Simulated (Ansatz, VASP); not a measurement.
This is a calculation of PtS2 for VASP 6.6.1.

Contents of POSCAR:

```
PtS2
1.0
    3.6126921524      0.0000000000      0.0000000000
   -1.8063460762      3.1286831800      0.0000000000
    0.0000000000      0.0000000000      5.1376250896
Pt S
1 2
Direct
    0.0000000000      0.0000000000      0.0000000000
    0.6666666667      0.3333333333      0.7730000000
    0.3333333333      0.6666666667      0.2270000000
```

INCAR.step1

```
SYSTEM = PtS2
  ALGO = Normal
  EDIFF = 1E-4
  ENCUT = 520
  GGA = PE
  ISMEAR = -1
  LASPH = .True.
  LCHARG = .False.
  LREAL = .False.
  LWAVE = .True.
  NBANDS = 18
  NELM = 80
  PREC = Accurate
  SIGMA = 0.05
```

File INCAR.step2:

```
SYSTEM = PtS2
  ALGO = Normal
  EDIFF = 1E-6
  ENCUT = 520
  ISIF = 2
  ISMEAR = -1
  ISTART = 1
  LASPH = .True.
  LCHARG = .False.
  LMIXTAU = .True.
  LREAL = .False.
  LWAVE = .False.
  METAGGA = R2SCAN
  NBANDS = 18
  NELM = 80
  PREC = Accurate
  SIGMA = 0.05
```

File KPOINTS:

```
k-points
0
Gamma
  9 9 5
  0 0 0
```

Potentials or basis: VASP PAW PBE potentials, release 64 (Pt, S).

The run is started by

```sh
$ cat potpaw_PBE.64/Pt/POTCAR potpaw_PBE.64/S/POTCAR > POTCAR
$ cp INCAR.step1 INCAR
$ mpirun -np 1 vasp_std > vasp.out
$ cp INCAR.step2 INCAR
$ mpirun -np 1 vasp_std > vasp.out
```

Problem. Set up the same calculation for Ansatz 0.2.0. Potentials there: Ansatz PAW.

Solution. As run (the cutoff follows the program's own potentials):

The input input.yaml:

```yaml
crystal:
  lattice:
    - [3.6126921524, 0.0, 0.0]
    - [-1.8063460762, 3.12868318, 0.0]
    - [0.0, 0.0, 5.1376250896]
  atoms:
    - { symbol: Pt, position: [0.0, 0.0, 0.0] }
    - { symbol: S, position: [0.6666666667, 0.3333333333, 0.773] }
    - { symbol: S, position: [0.3333333333, 0.6666666667, 0.227] }
hamiltonian:
  xc: r2scan
  pseudopotentials: { kind: paw }
kpoints:
  mp_grid: { grid: [9, 9, 5] }
scf:
  occupations: { method: fermi_dirac, width: 0.05 }
output:
  forces: true
  stress: true
  eigenvalues: true
```

Potentials or basis: Ansatz PAW.

The run is started by

```sh
$ ansatz run input.yaml --threads 2 --pin off --max-ram 5632MiB --backend cpu --events-out ev --progress --plain --runs-dir out
```

Both were run:

|  | VASP | Ansatz | Ansatz less VASP |
| --- | --- | --- | --- |
| gap on the k mesh at the Fermi level (eV) | 1.11 | 1.11 | +0.003 |
| least direct gap on the mesh (eV) | 1.18 | 1.19 | +0.006 |
| pressure (GPa) | 0.1 | 0.2 | +0.08 |
| traceless stress, the component that is largest in VASP (GPa) | 2.74 | 2.75 | +0.014 |
| rms of the force components (eV/Å) | 0.176 | 0.179 | +0.0027 |

VASP's potentials were made for PBE, not for r2SCAN. Atom by atom the forces differ by 0.003 eV/Å (rms over components). With one functional, cell and mesh, what is left measures potentials, basis and numerics. VASP's potentials hold 22 valence electrons a cell and Ansatz's 30, so a difference there can come from the potentials and not from the codes.

Neither program's run includes spin-orbit coupling. Noted on Ansatz's run: odd divisions of the mesh miss points on the zone boundary, where band edges often lie, so the gap on the mesh can be too wide.
